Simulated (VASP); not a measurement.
The system is TaSi2.

```
Ta Si
1.0
     4.78000    0.00000    0.00000
    -2.39000    4.13960    0.00000
     0.00000    0.00000    6.56400
Ta Si
3 6
Direct
  0.00000 0.50000 0.16667
  0.50000 0.50000 0.83333
  0.50000 0.00000 0.50000
  0.33330 0.16665 0.16667
  0.16665 0.83335 0.83333
  0.83335 0.66670 0.50000
  0.66670 0.83335 0.16667
  0.83335 0.16665 0.83333
  0.16665 0.33330 0.50000
```

- Program: VASP 6.6.1
- Task: relaxation of cell and atoms
- Functional: PBE
- Dispersion: D4
- Potentials or basis: VASP PAW PBE potentials, release 64 (Ta_pv, Si)
- Cutoff: 600 eV
- k mesh: 7 × 7 × 4
- Occupations: fermi-dirac, width 0.05 eV
- Spin: no spin polarisation

At the start: pressure -0.8 GPa; volume 14.43 Å³/atom.

**Question.** How do energy, volume and symmetry change on relaxing?

**Answer.** Over 7 steps the energy falls by 17.1 meV/atom and the volume is 14.33 Å³/atom (-0.7 %); space group P6_222 (No. 180, to 0.1 Å) before and after.

The path:
```csv
step,energy change (eV),largest force (eV/Å),pressure (GPa),volume (Å³)
1,0.0000,0.7832,-0.78,129.88
2,-0.1290,0.2990,0.46,128.57
3,-0.1362,0.1342,0.95,128.18
4,-0.1510,0.0633,-0.82,129.52
5,-0.1533,0.0121,-0.37,129.16
6,-0.1528,0.0009,0.60,128.57
7,-0.1539,0.0078,0.01,128.93
```

Final structure:
```xyz
9
Lattice="4.7604 0.0000 0.0000 -2.3802 4.1226 0.0000 0.0000 0.0000 6.5697" Properties=species:S:1:pos:R:3 pbc="T T T"
Ta   -1.1901    2.0613    1.0949
Ta    1.1901    2.0613    5.4747
Ta    2.3802    0.0000    3.2848
Si    1.1375    0.6568    1.0949
Si   -1.2427    3.4659    5.4747
Si    2.3802    2.8091    3.2848
Si    1.2427    3.4659    1.0949
Si    3.6228    0.6568    5.4747
Si    0.0000    1.3135    3.2848
```
